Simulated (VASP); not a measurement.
A run of VASP 6.6.1 is set up as follows.

Contents of INCAR:

```
PREC = Accurate ; ENCUT = 520
EDIFF = 1E-6 ; ISMEAR = 0
SIGMA = 0.1 ; LREAL = False
LASPH = True ; NELM = 100
ALGO = Normal ; ISIF = 2
LWAVE = False ; LCHARG = False
LDIPOL = True ; IDIPOL = 3
DIPOL = 0.5 0.5 0.361 ; GGA = PE
IBRION = 2 ; NSW = 36
EDIFFG = -0.025 ; LUSENCCL = False
```

File KPOINTS:

```
Automatic mesh
0
Gamma
  8 8 1
```

Contents of POSCAR:

```
SiW4
1.0
    3.1836991705      0.0000000000      0.0000000000
    0.0000000000      3.1836991705      0.0000000000
    0.0000000000      0.0000000000     20.1425770829
W Si
4 1
Selective dynamics
Direct
    0.5000000000      0.5000000000      0.1985843213  F F F
    0.0000000000      0.0000000000      0.2776134138  F F F
    0.5000000000      0.5000000000      0.3599451672  F F F
    0.0000000000      0.0000000000      0.4290700762  F F F
    0.1250000000      0.2500000000      0.5417084403  F F T
```

Potentials or basis: VASP PAW PBE potentials, release 64 (W_sv, Si).

Launch:

```console
$ cat potpaw_PBE.64/W_sv/POTCAR potpaw_PBE.64/Si/POTCAR > POTCAR
$ mpirun -np 1 vasp_std > vasp.out
```

Question: Estimate the band gap on the k mesh.

Answer: Zero (band 30 reaches 2.30 eV, above the bottom of band 31 at 1.19 eV).

Question: Predict the energy gained by relaxing.

Answer: 0.2 meV/atom.

Final structure:
```yaml
crystal:
  lattice:
    - [3.18370, 0.00000, 0.00000]
    - [0.00000, 3.18370, 0.00000]
    - [0.00000, 0.00000, 20.14258]
  atoms:
    - { symbol: W, position: [0.50000, 0.50000, 0.19858] }
    - { symbol: W, position: [0.00000, 0.00000, 0.27761] }
    - { symbol: W, position: [0.50000, 0.50000, 0.35995] }
    - { symbol: W, position: [0.00000, 0.00000, 0.42907] }
    - { symbol: Si, position: [0.12500, 0.25000, 0.54110] }
```

Caveat: spin-orbit coupling is left out, which moves the levels of the heavy elements.
